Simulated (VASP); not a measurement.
A run of VASP 6.6.1:

File INCAR:

```
SYSTEM = Sb2Au
ALGO = Normal
EDIFF = 1E-8
ENCUT = 520
GGA = CA
ISIF = 2
ISMEAR = -1
LASPH = .True.
LCHARG = .False.
LEFG = .True.
LREAL = .False.
LWAVE = .False.
NBANDS = 18
NELM = 60
PREC = Accurate
SIGMA = 0.08
```

KPOINTS

```
k-points
0
Gamma
  9 9 9
  0 0 0
```

POSCAR

```
Sb2Au
1.0
    0.0000000000      3.3056637565      3.3056637565
    3.3056637565      0.0000000000      3.3056637565
    3.3056637565      3.3056637565      0.0000000000
Sb Au
2 1
Direct
    0.2500000000      0.2500000000      0.2500000000
    0.7500000000      0.7500000000      0.7500000000
    0.0000000000      0.0000000000      0.0000000000
```

Potentials or basis: VASP PAW LDA potentials, release 64 (Sb, Au).

Command:

```bash
$ cat potpaw_LDA.64/Sb/POTCAR potpaw_LDA.64/Au/POTCAR > POTCAR
$ mpirun -np 1 vasp_std > vasp.out
```

Hardware: 1 thread of Intel(R) Xeon(R) 6975P-C (Granite Rapids) (shared host).

How long does it take, and how much memory?

Run time: 16 s on 1 thread of Intel(R) Xeon(R) 6975P-C (Granite Rapids) (shared host), peak memory 0.2 GiB. Counts: scf iterations 14, k points 35.
